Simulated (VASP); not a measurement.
# Cd (P6_3/mmc) in VASP: further runs, part 2 of 2

VASP 6.6.1. Earlier steps stand in the parts before.

**3. Single point, PBE, collinear spin**

File INCAR:

```
PREC = Accurate
ENCUT = 500
EDIFF = 1E-6
ISMEAR = -5
SIGMA = 0.1
LREAL = False
LASPH = True
NELM = 200
ALGO = Normal
ISIF = 2
LWAVE = False
LCHARG = False
ISPIN = 2
MAGMOM = 0 2
LORBIT = 11
GGA = PE
NBANDS = 23
GGA_COMPAT = False
```

File KPOINTS:

```
Automatic mesh
0
Gamma
  4 4 2
```

File POSCAR:

```
Cd
1.0
    2.9788725081      0.0000000000      0.0000000000
   -1.4894362540      2.5797792666      0.0000000000
    0.0000000000      0.0000000000      5.6176500000
Cd
2
Direct
    0.3333333333      0.6666666667      0.2500000000
    0.6666666667      0.3333333333      0.7500000000
```

Potentials or basis: VASP PAW PBE potentials, release 64 (Cd).

On the command line:

```sh
> cat potpaw_PBE.64/Cd/POTCAR > POTCAR
> mpirun -np 1 vasp_std > vasp.out
```

Run time: 2.1 min. Hardware: 1 thread of Intel Xeon Platinum 8259CL at 2.50GHz (Skylake/Cascade Lake), shared host; peak memory 0.17 GiB.

The run converged. Its results:

- Free energy: -1.5676 eV
- Pressure: 4.0 GPa
- Band gap on the k mesh: zero (filled and empty bands overlap)
- Net moment: 0.00 μB per cell
- Valence electrons inside the program's atomic spheres: Cd 10.33

Stress tensor (GPa, compression positive):
```
3.23 0.00 0.00
0.00 3.23 0.00
0.00 0.00 5.39
```

Levels at points of the mesh, in eV from the Fermi level:
Spin up:
```
           k point  band 10  band 11  band 12  band 13  band 14  band 15
(0.00, 0.00, 0.00)    -8.39    -8.39    -2.97    -2.93    10.66    14.59
(0.50, 0.00, 0.00)    -8.05    -2.22    -1.73     2.13     3.10     3.31
(0.00, 0.00, 0.50)    -8.49    -7.29    -7.29     3.81     3.81    14.91
(0.50, 0.00, 0.50)    -8.06    -1.42    -1.42     0.19     0.19     8.20
```
Spin down:
```tsv
k point	band 9	band 10	band 11	band 12	band 13	band 14	band 15	band 16
(0.00, 0.00, 0.00)	-8.64	-8.39	-8.39	-2.97	-2.93	10.66	14.59	14.98
(0.50, 0.00, 0.00)	-8.07	-8.05	-2.22	-1.73	2.13	3.10	3.31	5.33
(0.00, 0.00, 0.50)	-8.49	-8.49	-7.29	-7.29	3.81	3.81	14.91	14.91
(0.50, 0.00, 0.50)	-8.06	-8.06	-1.42	-1.42	0.19	0.19	8.20	8.20
```

Caveat: the k points lie up to 0.61 Å⁻¹ apart; tetrahedron occupations give inexact forces and stress in metals.

**4. Single point, PBE**

File INCAR:

```
ALGO = Normal
EDIFF = 1E-6
ENCUT = 500
GGA = PE
GGA_COMPAT = False
ISIF = 2
ISMEAR = 0
ISYM = 0
LASPH = True
LCHARG = True
LELF = True
LREAL = False
LVHAR = True
LWAVE = False
NBANDS = 19
NELM = 120
PREC = Accurate
SIGMA = 0.1
```

File KPOINTS:

```
Automatic mesh
0
Gamma
  6 6 2
  0.5 0.5 0
```

POSCAR is that of step 3.

On the command line:

```sh
> cat potpaw_PBE.64/Cd/POTCAR > POTCAR
> mpirun -np 1 vasp_std > vasp.out
```

Run time: 39 s. Hardware: 1 thread of Intel Xeon Platinum 8259CL at 2.50GHz (Skylake/Cascade Lake), shared host; peak memory 0.2 GiB.

Results (log left out):

```yaml
Free_energy: -1.4346 eV
Pressure: 3.9 GPa
Band_gap_on_the_k_mesh: zero (band 12 reaches 3.90 eV, above the bottom of band 13 at 0.21 eV)
```

Stress tensor (GPa, compression positive):
```
3.05 0.00 0.00
0.00 3.05 0.00
0.00 0.00 5.48
```

Levels at points of the mesh, in eV from the Fermi level:
```csv
k point,band 9,band 10,band 11,band 12,band 13,band 14,band 15,band 16
"(0.08, 0.08, 0.00)",-8.46,-8.27,-8.14,-2.49,-2.04,10.89,11.06,11.44
```

Caveat: the k points lie up to 0.56 Å⁻¹ apart.

**5. Relaxation of shape and atoms at fixed volume, PBE**

File INCAR:

```
ALGO = Normal ; EDIFF = 1E-7
EDIFFG = -0.008 ; ENCUT = 500
GGA = PE ; GGA_COMPAT = F
IBRION = 2 ; ISIF = 4
ISMEAR = 0 ; LASPH = T
LCHARG = F ; LREAL = F
LWAVE = F ; NELM = 120
NELMIN = 4 ; NSW = 25
PREC = Accurate ; SIGMA = 0.1
```

File KPOINTS:

```
k-points
0
Gamma
  6 6 4
```

POSCAR is that of step 4.

On the command line:

```sh
> cat potpaw_PBE.64/Cd/POTCAR > POTCAR
> mpirun -np 1 vasp_std > vasp.out
```

Wall time 20 s (1 thread of Intel Xeon Platinum 8259CL at 2.50GHz (Skylake/Cascade Lake), shared host); peak memory 0.16 GiB.

It converged, with:

```yaml
Free_energy: -1.4428 eV
Energy_gained_by_relaxing: 0.3 meV/atom
Ionic_steps: 3
Pressure_after_relaxing: 4.2 GPa
Band_gap_on_the_k_mesh: zero (band 12 reaches 3.99 eV, above the bottom of band 13 at 0.04 eV)
```

Step by step:
```csv
step,energy change (eV),largest force (eV/Å),pressure (GPa),volume (Å³)
1,0.0000,0.0000,4.27,43.17
2,-0.0005,0.0000,4.19,43.17
3,-0.0006,0.0000,4.18,43.17
```

Final structure:
```
CELL_PARAMETERS angstrom
2.98695 0.00000 0.00000
-1.49347 2.58677 0.00000
0.00000 0.00000 5.58732
ATOMIC_POSITIONS crystal
Cd 0.33333 0.66667 0.25000
Cd 0.66667 0.33333 0.75000
```

Levels at points of the mesh, in eV from the Fermi level:
```csv
k point,band 9,band 10,band 11,band 12,band 13,band 14,band 15,band 16
"(0.00, 0.00, 0.00)",-9.00,-8.73,-8.73,-3.27,-3.20,10.52,14.12,14.49
"(0.50, 0.00, 0.00)",-8.49,-8.46,-2.63,-2.14,1.76,2.78,2.95,5.01
"(0.00, 0.00, 0.50)",-8.85,-8.85,-7.62,-7.62,3.59,3.59,14.45,14.45
"(0.50, 0.00, 0.50)",-8.48,-8.48,-1.81,-1.81,-0.20,-0.20,7.92,7.92
```

Caveat: the k points lie up to 0.40 Å⁻¹ apart in the final cell.

**6. Single point, PBEsol**

File INCAR:

```
  ALGO = Normal
  EDIFF = 1E-6
  ENCUT = 500
  GGA = PS
  GGA_COMPAT = False
  ISIF = 2
  ISMEAR = 1
  ISYM = 0
  LASPH = True
  LCHARG = False
  LREAL = False
  LWAVE = False
  NBANDS = 19
  NELECT = 24.5
  NELM = 120
  PREC = Accurate
  SIGMA = 0.23
```

File KPOINTS:

```
k-points
0
Gamma
  4 2 5
```

POSCAR is that of step 5.

Potentials or basis: VASP PAW PBE potentials, release 64 (Cd).

On the command line:

```sh
> cat potpaw_PBE.64/Cd/POTCAR > POTCAR
> mpirun -np 1 vasp_std > vasp.out
```

OUTCAR:

```text
EDIFF = 1E-6
   ENCUT = 500
   GGA = PS
   ISIF = 2
   ISMEAR = 1
   ISYM = 0
   LASPH = True
   LREAL = False
   NELECT = 24.5
   NELM = 120
   PREC = Accurate

 ion  position               nearest neighbor table
   1  0.333  0.667  0.250-   2 3.29   2 3.29   2 3.29   2 3.29   2 3.29   2 3.29
   2  0.667  0.333  0.750-   1 3.29   1 3.29   1 3.29   1 3.29   1 3.29   1 3.29

IMPORTANT INFORMATION: All symmetrisations will be switched off!
[... 655 lines left out ...]
------------------------ aborting loop because EDIFF is reached ----------------------------------------

  FORCE on cell =-STRESS in cart. coord.  units (eV):
  Direction    XX          YY          ZZ          XY          YZ          ZX
  --------------------------------------------------------------------------------------
  -------------------------------------------------------------------------------------
  Total        4.0190873      7.1859485      0.7655239     -2.7425921     -0.0000007      0.0000026
  in kB      149.1588004    266.6892695     28.4105871   -101.7847357     -0.0000277      0.0000966
  external PRESSURE =     148.0862190 kB  Pullay stress =       0.0000000 kB

 VOLUME and BASIS-vectors are now :
 -----------------------------------------------------------------------------
  energy-cutoff  :      500.00
  volume of cell :       43.17
      direct lattice vectors                 reciprocal lattice vectors
     2.978872508  0.000000000  0.000000000     0.335697482  0.193815032  0.000000000
    -1.489436254  2.579779267  0.000000000     0.000000000  0.387630063  0.000000000
     0.000000000  0.000000000  5.617650000     0.000000000  0.000000000  0.178010378

 POSITION                                       TOTAL-FORCE (eV/Angst)
 -----------------------------------------------------------------------------------
     -0.00000      1.71985      1.40441         0.006069      0.003511     -0.000000
      1.48944      0.85993      4.21324        -0.006069     -0.003511      0.000000
 -----------------------------------------------------------------------------------
    total drift:                                0.000005      0.000004      0.000001

  FREE ENERGIE OF THE ION-ELECTRON SYSTEM (eV)
  ---------------------------------------------------
  free  energy   TOTEN  =        -0.5535193093 eV

  energy  without entropy=       -0.5348413001  energy(sigma->0) =       -0.54729331
```

stdout:

```text
POSCAR found type information on POSCAR Cd
 POSCAR found :  1 types and       2 ions
 scaLAPACK will be used
 -----------------------------------------------------------------------------
|                                                                             |
|                                                                             |
[... 22 lines left out ...]
|                                                                             |
 -----------------------------------------------------------------------------

 POSCAR, INCAR and KPOINTS ok, starting setup
 FFT: planning ... GRIDC
 FFT: planning ... GRID_SOFT
 FFT: planning ... GRID
 WAVECAR not read
 entering main loop
 the old and the new charge density differ
 old charge density:    24.00000 new   24.50000
    0.585E+00
```

It took 22 s on 1 thread of Intel Xeon 8259CL, shared host; peak memory 0.16 GiB.

What came out:

| Item | Value |
| --- | --- |
| Free energy | -0.5535 eV |
| Largest force | 0.007 eV/Å |

Forces on the atoms (eV/Å):
```
Cd   0.006  0.004  0.000
Cd  -0.006 -0.004  0.000
```

Levels at points of the mesh, in eV from the Fermi level:
```csv
k point,band 8,band 9,band 10,band 11,band 12,band 13,band 14,band 15,band 16,band 17
"(0.00, 0.00, 0.00)",-8.84,-8.82,-8.58,-8.56,-3.41,-3.28,10.24,14.12,14.56,14.56
"(0.50, 0.00, 0.00)",-8.60,-8.30,-8.28,-2.67,-2.14,1.69,2.69,2.91,4.92,8.05
"(0.00, 0.50, 0.00)",-8.61,-8.30,-8.27,-2.67,-2.13,1.69,2.69,2.91,4.92,8.05
"(0.50, 0.50, 0.00)",-8.61,-8.30,-8.27,-2.67,-2.13,1.69,2.69,2.91,4.92,8.05
```

Caveat: the k points lie up to 1.22 Å⁻¹ apart; the cell carries a net charge on a neutralising background, which shifts energy and pressure; the cell is charged against a uniform background, so pressure and absolute levels hang on convention; the PAW data sets were made with another functional, which shifts forces and pressure a little.

**7. The runs side by side**

```csv
task,level,spin,U,cell,k mesh,smearing,LDAUTYPE,hund's J,gap on the mesh (eV),pressure (GPa)
single point,PBE+U,off,"Cd d U = 8.0 eV, J = 0.5 eV",as given,6 × 6 × 3,gaussian 0.1 eV,1,0.5,none,3.1
single point,PBE,collinear,-,as given,4 × 4 × 2,tetrahedron,-,-,none,4.0
single point,PBE,off,-,as given,"6 × 6 × 2, shifted",gaussian 0.1 eV,-,-,none,3.9
relaxation of shape and atoms at fixed volume,PBE,off,-,relaxed,6 × 6 × 4,gaussian 0.1 eV,-,-,none,4.2
```

Alike in all rows: potentials or basis VASP PAW PBE potentials, release 64 (Cd); cutoff (eV) 500.

Caveats: all runs use coarse meshes; U without spin polarisation on a metal has little footing (some runs); the U is typed as a test and isn't derived for this compound (some runs); tetrahedron occupations give inexact forces and stress in metals (some runs).

Total energies depend on the potentials used, so only differences within one code and one set of settings carry meaning.
